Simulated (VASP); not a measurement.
# Rh16Se in VASP: single point with PBE+D3(BJ)

Aim: the single point of Rh16Se with PBE+D3(BJ).

All numbers are computed with VASP 6.6.1; they aren't measurements. Logs are shortened: lines on timing, memory, paths and dates and some standing lists are left out, and cuts for length are marked.

## Step 1: The cell of the first run

The cell holds a slab with vacuum, 17 atoms: a = 7.600 Å, b = 5.374 Å, c = 17.031 Å, α = 90.00°, β = 90.00°, γ = 90.00°.

## Step 2: Single point, PBE+D3(BJ)

File INCAR:

```
SYSTEM = Rh16Se
ALGO = Normal
EDIFF = 1E-6
ENCUT = 400
GGA = PE
GGA_COMPAT = .False.
ISIF = 2
ISMEAR = 0
IVDW = 12
LASPH = .True.
LCHARG = .False.
LREAL = .False.
LWAVE = .False.
NBANDS = 137
NELM = 120
NELMDL = -8
PREC = Accurate
SIGMA = 0.05
```

File KPOINTS:

```
k-points
0
Gamma
  2 3 1
  0 0 0
```

File POSCAR:

```
Rh16Se
1.0
    7.6000000000      0.0000000000      0.0000000000
    0.0000000000      5.3740120000      0.0000000000
    0.0000000000      0.0000000000     17.0305090000
Rh Se
16 1
Direct
    0.2500000000      0.2500000000      0.0587182098
    0.7500000000      0.2500000000      0.0587182098
    0.2500000000      0.7500000000      0.0587182098
    0.7500000000      0.7500000000      0.0587182098
   -0.0013884211     -0.0011911027      0.1291921457
    0.5013984211     -0.0011410469      0.1292103483
   -0.0013815789      0.5012435774      0.1292535649
    0.5013727632      0.5012182704      0.1292700647
    0.2499780263      0.2501062521      0.2069582888
    0.7499805263      0.2501618902      0.2163315260
    0.2500227632      0.7501886858      0.2158638946
    0.7500389474      0.7498913289      0.2132857568
   -0.0004444737     -0.0023258229      0.2868789183
    0.5006236842     -0.0023321496      0.2868115686
   -0.0004571053      0.5024849219      0.2868392248
    0.5005459211      0.5025539578      0.2868321199
    0.2501027632      1.2492995922      0.3527664969
```

Potentials or basis: VASP PAW PBE potentials, release 64 (Rh_pv, Se).

On the command line:

```console
cat potpaw_PBE.64/Rh_pv/POTCAR potpaw_PBE.64/Se/POTCAR > POTCAR
mpirun -np 1 vasp_std > vasp.out
```

OUTCAR:

```text
SYSTEM = Rh16Se
   EDIFF = 1E-6
   ENCUT = 400
   GGA = PE
   ISIF = 2
   ISMEAR = 0
   IVDW = 12
   LASPH = .True.
   LREAL = .False.
   NELM = 120
   NELMDL = -8
   PREC = Accurate
 IVDW          = 12

 ion  position               nearest neighbor table
   1  0.250  0.250  0.059-   9 2.52   5 2.63   6 2.63   7 2.63   8 2.63   3 2.69   3 2.69
   2  0.750  0.250  0.059-   6 2.61   5 2.61   7 2.61   8 2.61  10 2.68   4 2.69   4 2.69
   3  0.250  0.750  0.059-   5 2.62   7 2.62   6 2.62   8 2.62  11 2.68   1 2.69   1 2.69
   4  0.750  0.750  0.059-   5 2.61   6 2.61   7 2.61   8 2.61  12 2.63   2 2.69   2 2.69
   5  0.999  0.999  0.129-   4 2.61   2 2.61   3 2.62   1 2.63   7 2.67  13 2.69   9 2.69   7 2.70
                            12 2.72  10 2.76  11 2.76
   6  0.501  0.999  0.129-   4 2.61   2 2.61   3 2.62   1 2.63   8 2.67  14 2.68   9 2.69   8 2.70
                            12 2.72  10 2.76  11 2.76
   7  0.999  0.501  0.129-   4 2.61   2 2.61   3 2.62   1 2.63   5 2.67  15 2.68   9 2.69   5 2.70
                            12 2.72  10 2.76  11 2.76
   8  0.501  0.501  0.129-   4 2.61   2 2.61   3 2.62   1 2.63   6 2.67  16 2.68   9 2.69   6 2.70
                            12 2.72  10 2.75  11 2.76
   9  0.250  0.250  0.207-  17 2.48   1 2.52   8 2.69   7 2.69   5 2.69   6 2.69  11 2.69  11 2.69
                            15 2.70  13 2.70  16 2.71  14 2.71
  10  0.750  0.250  0.216-  14 2.62  16 2.62  15 2.62  13 2.62   2 2.68  12 2.69  12 2.69   8 2.75
                             7 2.76   6 2.76   5 2.76
  11  0.250  0.750  0.216-  13 2.62  14 2.62  16 2.62  15 2.62   3 2.68   9 2.69   9 2.69   6 2.76
                             8 2.76   5 2.76   7 2.76
  12  0.750  0.750  0.213-   4 2.63  16 2.63  15 2.63  14 2.63  13 2.63  10 2.69  10 2.69   7 2.72
                             8 2.72   5 2.72   6 2.72
  13  1.000  0.998  0.287-  17 2.59  11 2.62  10 2.62  12 2.63  15 2.66   5 2.69   9 2.70  15 2.71

  14  0.501  0.998  0.287-  17 2.59  11 2.62  10 2.62  12 2.63  16 2.66   6 2.68   9 2.71  16 2.71

  15  1.000  0.502  0.287-  17 2.60  11 2.62  10 2.62  12 2.63  13 2.66   7 2.68   9 2.70  13 2.71

  16  0.501  0.503  0.287-  17 2.60  11 2.62  10 2.62  12 2.63  14 2.66   8 2.68   9 2.71  14 2.71

  17  0.250  0.249  0.353-   9 2.48  13 2.59  14 2.59  16 2.60  15 2.60

  LATTYP: Found a simple orthorhombic cell.
 ALAT       =     5.3740120000
 B/A-ratio  =     1.4142134405
 C/A-ratio  =     3.1690493062

  Lattice vectors:

 A1 = (   0.0000000000,  -5.3740120000,   0.0000000000)
 A2 = (   7.6000000000,   0.0000000000,   0.0000000000)
 A3 = (   0.0000000000,   0.0000000000,  17.0305090000)

Analysis of symmetry for initial positions (statically):
=====================================================================
 Subroutine PRICEL returns:
 Original cell was already a primitive cell.

 Routine SETGRP: Setting up the symmetry group for a
 simple orthorhombic supercell.

 Subroutine GETGRP returns: Found  1 space group operations
 (whereof  1 operations were pure point group operations)
 out of a pool of  8 trial point group operations.

The static configuration has the point symmetry C_1 .

Analysis of symmetry for dynamics (positions and initial velocities):
=====================================================================
 Subroutine PRICEL returns:
 Original cell was already a primitive cell.

 Routine SETGRP: Setting up the symmetry group for a
 simple orthorhombic supercell.

 Subroutine GETGRP returns: Found  1 space group operations
 (whereof  1 operations were pure point group operations)
 out of a pool of  8 trial point group operations.

The dynamic configuration has the point symmetry C_1 .

 Subroutine INISYM returns: Found  1 space group operations
 (whereof  1 operations are pure point group operations),
 and found     1 'primitive' translations

----------------------------------------------------------------------------------------

                                     Primitive cell

  volume of cell :     695.5684

  direct lattice vectors                    reciprocal lattice vectors
     7.600000000  0.000000000  0.000000000     0.131578947  0.000000000  0.000000000
     0.000000000  5.374012000  0.000000000     0.000000000  0.186080716  0.000000000
     0.000000000  0.000000000 17.030509000     0.000000000  0.000000000  0.058718151

  length of vectors
     7.600000000  5.374012000 17.030509000     0.131578947  0.186080716  0.058718151

  position of ions in fractional coordinates (direct lattice)
     0.250000000  0.250000000  0.058718210
     0.750000000  0.250000000  0.058718210
     0.250000000  0.750000000  0.058718210
     0.750000000  0.750000000  0.058718210
     0.998611579  0.998808897  0.129192146
     0.501398421  0.998858953  0.129210348
[... 9 lines left out ...]
     0.500545921  0.502553958  0.286832120
     0.250102763  0.249299592  0.352766497

  ion indices of the primitive-cell ions
   primitive index   ion index
                 1           1
                 2           2
                 3           3
                 4           4
                 5           5
                 6           6
[... 9 lines left out ...]
                16          16
                17          17

----------------------------------------------------------------------------------------

 KPOINTS: k-points

Automatic generation of k-mesh.
 Grid dimensions read from file:
 generate k-points for:    2    3    1

 Generating k-lattice:

  Cartesian coordinates                     Fractional coordinates (reciprocal lattice)
     0.065789474  0.000000000  0.000000000     0.500000000  0.000000000  0.000000000
     0.000000000  0.062026905  0.000000000     0.000000000  0.333333333  0.000000000
     0.000000000  0.000000000  0.058718151     0.000000000  0.000000000  1.000000000

  Length of vectors
     0.065789474  0.062026905  0.058718151

  Shift w.r.t. Gamma in fractional coordinates (k-lattice)
     0.000000000  0.000000000  0.000000000

 Subroutine IBZKPT returns following result:
 ===========================================

 Found      4 irreducible k-points:

 Following reciprocal coordinates:
            Coordinates               Weight
  0.000000  0.000000  0.000000      1.000000
  0.500000  0.000000  0.000000      1.000000
  0.000000  0.333333  0.000000      2.000000
  0.500000  0.333333  0.000000      2.000000
   k-points           NKPTS =      4   k-points in BZ     NKDIM =      4   number of bands    NBANDS=    137
   number of dos      NEDOS =    301   number of ions     NIONS =     17
   total plane-waves  NPLWV = 201600
   dimension x,y,z NGX =    50 NGY =   36 NGZ =  112
   dimension x,y,z NGXF=   100 NGYF=   72 NGZF=  224
   ions per type =              16   1
   NGX,Y,Z   is equivalent  to a cutoff of  10.94, 11.14, 10.93 a.u.
   NGXF,Y,Z  is equivalent  to a cutoff of  21.87, 22.27, 21.87 a.u.
 SYSTEM =  Rh16Se
   PREC   = accura    normal or accurate (medium, high low for compatibility)
   ISTART =      0    job   : 0-new  1-cont  2-samecut
   ICHARG =      2    charge: 1-file 2-atom 10-const
   ISPIN  =      1    spin polarized calculation?
   LNONCOLLINEAR =      F non collinear calculations
   LSORBIT =      F    spin-orbit coupling
   LASPH  =      T    aspherical Exc in radial PAW
   ENCUT  =  400.0 eV  29.40 Ry    5.42 a.u.  12.39  8.76 27.77*2*pi/ulx,y,z
   NELM   =    120;   NELMIN=  2; NELMDL= -8     # of ELM steps
   EDIFF  = 0.1E-05   stopping-criterion for ELM
   LREAL  =      F    real-space projection
   EDIFFG = 0.1E-04   stopping-criterion for IOM
   NSW    =      0    number of steps for IOM
   IBRION =     -1    ionic relax: 0-MD 1-quasi-New 2-CG
   NFREE  =      0    steps in history (QN), initial steepest desc. (CG)
   ISIF   =      2    stress and relaxation
   ISYM   =      2    0-nonsym 1-usesym 2-fastsym
   POTIM  = 0.5000    time-step for ionic-motion
   TEBEG  =    0.0;   TEEND  =   0.0 temperature during run
   PSTRESS=    0.0 pullay stress
   NELECT =     246.0000    total number of electrons
   NUPDOWN=      -1.0000    fix difference up-down
   EMIN   =  10.00;   EMAX   =-10.00  energy-range for DOS
   EFERMI =   0.00;   METHOD = LEGACY
   ISMEAR =     0;   SIGMA  =   0.05  broadening in eV -4-tet -1-fermi 0-gaus
   EFERMI_NEDOS =   21; number of points for ismear=-14 and -15
   IALGO  =     38    algorithm
   IMIX   =      4    mixing-type and parameters
     AMIX     =   0.40;   BMIX     =  1.00
     AMIX_MAG =   1.60;   BMIX_MAG =  1.00
  volume/ion in A,a.u.               =      40.92       276.11
  Fermi-wavevector in a.u.,A,eV,Ry     =   1.157728  2.187789 18.236357  1.340334
  Thomas-Fermi vector in A             =   2.294337
   LORBIT       =      0    0 simple, 1 ext, 2 COOP (PROOUT), +10 PAW based schemes
   GGA     = PE    functional components
   LHFCALC =     F    Hartree Fock is set to
   AEXX    =    0.0000 exact exchange contribution
   IVDW    =    12    specifies the selected vdW correction
   LEPSILON=     F    determine dielectric tensor
   LRPA    =     F    only Hartree local field effects (RPA)
 non-spin polarized calculation
 Gauss-broadening in eV      SIGMA  =   0.05
  energy-cutoff  :      400.00
  volume of cell :      695.57
 maximum number of plane-waves:     12675
 NGX is ok and might be reduce to    50
   NGX = 25   NGY = 17   NGZ = 55

 number of electron     245.9999823 magnetization

 Free energy of the ion-electron system (eV)
  ---------------------------------------------------
  ext. energy  EPLUGINS =         0.00000000
  ---------------------------------------------------
  free energy    TOTEN  =      -109.21153399 eV

  energy without entropy =     -109.15424859  energy(sigma->0) =     -109.18289129

 E-fermi :   0.8031     XC(G=0):  -5.8626

 val. band max:        0.7977738011   @ k =   0.0000   0.3333   0.0000
 cond. band min:       0.8083698074   @ k =   0.0000   0.0000   0.0000
 fundamental gap:      0.0105960063
 Fermi energy:         0.8030738944

 k-point     1 :       0.0000    0.0000    0.0000
  band No.  band energies     occupation
      1     -46.2120      2.00000
      2     -46.1779      2.00000
      3     -46.1703      2.00000
      4     -46.0808      2.00000
      5     -46.0766      2.00000
      6     -46.0552      2.00000
[... 127 lines left out ...]
    134       1.5236      0.00000
    135       1.5850      0.00000

 k-point     2 :       0.5000    0.0000    0.0000
  band No.  band energies     occupation
      1     -46.2134      2.00000
      2     -46.1560      2.00000
      3     -46.1517      2.00000
      4     -46.0878      2.00000
      5     -46.0821      2.00000
      6     -46.0521      2.00000
[... 127 lines left out ...]
    134       1.5670      0.00000
    135       2.1056      0.00000

 k-point     3 :       0.0000    0.3333    0.0000
  band No.  band energies     occupation
      1     -46.1936      2.00000
      2     -46.1129      2.00000
      3     -46.0974      2.00000
      4     -46.0226      2.00000
      5     -46.0015      2.00000
      6     -45.9836      2.00000
[... 127 lines left out ...]
    134       1.5711      0.00000
    135       1.6977      0.00000

 k-point     4 :       0.5000    0.3333    0.0000
  band No.  band energies     occupation
      1     -46.1913      2.00000
      2     -46.1130      2.00000
      3     -46.0935      2.00000
      4     -46.0247      2.00000
      5     -46.0101      2.00000
      6     -45.9860      2.00000
[... 127 lines left out ...]
    134       1.3036      0.00000
    135       1.3392      0.00000
 [bands above 135 left out]

------------------------ aborting loop because EDIFF is reached ----------------------------------------

 Edisp (eV)   -6.66999

 E8    (eV) :    -3.1333

  FORCE on cell =-STRESS in cart. coord.  units (eV):
  Direction    XX          YY          ZZ          XY          YZ          ZX
  --------------------------------------------------------------------------------------
  -------------------------------------------------------------------------------------
  Total     -13.97170   -12.64439    -1.99817     0.00019    -0.00094    -0.02268
  in kB     -32.18251   -29.12519    -4.60259     0.00044    -0.00216    -0.05225
  external pressure =      -21.97 kB  Pullay stress =        0.00 kB

 VOLUME and BASIS-vectors are now :
 -----------------------------------------------------------------------------
  energy-cutoff  :      400.00
  volume of cell :      695.57
      direct lattice vectors                 reciprocal lattice vectors
     7.600000000  0.000000000  0.000000000     0.131578947  0.000000000  0.000000000
     0.000000000  5.374012000  0.000000000     0.000000000  0.186080716  0.000000000
     0.000000000  0.000000000 17.030509000     0.000000000  0.000000000  0.058718151

 POSITION                                       TOTAL-FORCE (eV/Angst)
 -----------------------------------------------------------------------------------
      1.90000      1.34350      1.00000         0.000352      0.000638     -0.659454
      5.70000      1.34350      1.00000        -0.000168      0.000805      0.400390
      1.90000      4.03051      1.00000         0.001112      0.001407      0.282543
      5.70000      4.03051      1.00000        -0.001088      0.001347     -0.038284
      7.58945      5.36761      2.20021        -0.000723      0.004964      0.005772
      3.81063      5.36788      2.20052         0.001464      0.000975     -0.001110
[... 9 lines left out ...]
      3.80415      2.70073      4.88490         0.004217      0.000405      0.005747
      1.90078      1.33974      6.00779        -0.000705      0.006013      0.024880
 -----------------------------------------------------------------------------------
    total drift:                                0.000069      0.000284      0.002528

  FREE ENERGIE OF THE ION-ELECTRON SYSTEM (eV)
  ---------------------------------------------------
  free  energy   TOTEN  =      -115.8815274404 eV

  energy  without entropy=     -115.8242420430  energy(sigma->0) =     -115.85288474
```

Wall time 20 min (1 thread of Intel Xeon Platinum 8259CL at 2.50GHz (Skylake/Cascade Lake), shared host); peak memory 0.54 GiB.

Results:

| Quantity | Value |
| --- | --- |
| Free energy | -115.8815 eV |
| Largest force | 0.659 eV/Å |
| Band gap on the k mesh | zero (bands 123 and 124 overlap by 0.36 eV) |
| Dispersion energy per atom | -0.392 eV |

Forces on the atoms (eV/Å):
```
Rh   0.000  0.001 -0.659
Rh   0.000  0.001  0.400
Rh   0.001  0.001  0.283
Rh  -0.001  0.001 -0.038
Rh  -0.001  0.005  0.006
Rh   0.001  0.001 -0.001
Rh   0.001 -0.006 -0.001
Rh   0.000 -0.003 -0.004
Rh   0.003  0.002 -0.001
Rh   0.007 -0.007 -0.006
Rh   0.000 -0.005 -0.005
Rh   0.002  0.011 -0.004
Rh  -0.013 -0.007 -0.007
Rh   0.004 -0.004  0.003
Rh  -0.009  0.004  0.004
Rh   0.004  0.000  0.006
Se  -0.001  0.006  0.025
```

Levels at points of the mesh, in eV from the Fermi level:
```csv
k point,band 120,band 121,band 122,band 123,band 124,band 125
"(0.00, 0.00, 0.00)",0.15,0.19,0.20,0.26,0.28,0.37
"(0.50, 0.00, 0.00)",-0.14,-0.07,-0.03,0.02,0.05,0.06
```

Caveat: the k points lie up to 0.41 Å⁻¹ apart; there is no dipole correction, which matters where the two faces differ.
